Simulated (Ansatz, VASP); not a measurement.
# One calculation of MoSe, two programs

File INCAR:

```
SYSTEM = MoSe
ALGO = Normal
EDIFF = 1E-7
ENCUT = 520
GGA = PS
ISIF = 2
ISMEAR = 0
ISPIN = 2
LASPH = .True.
LCHARG = .False.
LDAU = .True.
LDAUJ = 0 0
LDAUL = 2 -1
LDAUPRINT = 1
LDAUTYPE = 2
LDAUU = 6 0
LMAXMIX = 4
LORBIT = 11
LREAL = .False.
LWAVE = .False.
MAGMOM = 3.5 0
NBANDS = 21
NELM = 150
PREC = Accurate
SIGMA = 0.05
```

Contents of KPOINTS:

```
k-points
0
Gamma
  14 14 14
  0 0 0
```

File POSCAR:

```
MoSe
1.0
    0.0000000000      2.5748516654      2.5748516654
    2.5748516654      0.0000000000      2.5748516654
    2.5748516654      2.5748516654      0.0000000000
Mo Se
1 1
Direct
    0.0000000000      0.0000000000      0.0000000000
    0.5000000000      0.5000000000      0.5000000000
```

Input for Ansatz:

```yaml
crystal:
  lattice:
    - [0.0, 2.5748516654, 2.5748516654]
    - [2.5748516654, 0.0, 2.5748516654]
    - [2.5748516654, 2.5748516654, 0.0]
  atoms:
    - { symbol: Mo, position: [0.0, 0.0, 0.0], spin: 3.5 }
    - { symbol: Se, position: [0.5, 0.5, 0.5] }
basis:
  ecutwfc: 420
kpoints:
  mp_grid: { grid: [14, 14, 14] }
hamiltonian:
  xc: pbesol
  hubbard: { sites: [{ species: Mo, l: d, u_eff: 6.0 }] }
scf:
  occupations: { method: gaussian, width: 0.05 }
output:
  forces: true
  stress: true
  eigenvalues: true
  populations: true
magnetization:
  spin_polarized: true
```

Alike in both runs: task single point; functional PBEsol; k mesh 14 × 14 × 14; occupations gaussian, width 0.05 eV; collinear spin; Hubbard terms Mo d U = 6.0 eV.

```csv
,VASP,Ansatz
version,VASP 6.6.1,Ansatz 0.2.0
potentials or method,"VASP PAW PBE potentials, release 64 (Mo_sv, Se), cutoff 520 eV","scalar-relativistic, plane waves, PAW"
valence electrons in the cell,20,30
```

Ansatz gave:

```
gap on the k mesh at the Fermi level (eV)                     : none
net moment per atom (μB)                                      : 1.96
size of the moment on the site where the two differ most (μB) : 2.91
```

Q: Which values does VASP return?

A: gap on the k mesh at the Fermi level (eV): none; net moment per atom (μB): 1.69; size of the moment on the site where the two differ most (μB): 3.19.

The net moments are unlike, so the other rows may belong to different states. VASP's potentials were made for PBE, not for PBEsol. Site moments also hang on the region over which each program counts them. The programs project onto different local orbitals, so the same U acts differently, and such runs can settle in different states. A gap of «none» marks a metal or a gap that the smearing closes. VASP's potentials hold 20 valence electrons a cell and Ansatz's 30, so a difference there can come from the potentials and not from the codes. Ansatz's warnings: filled band counts differ across k points.
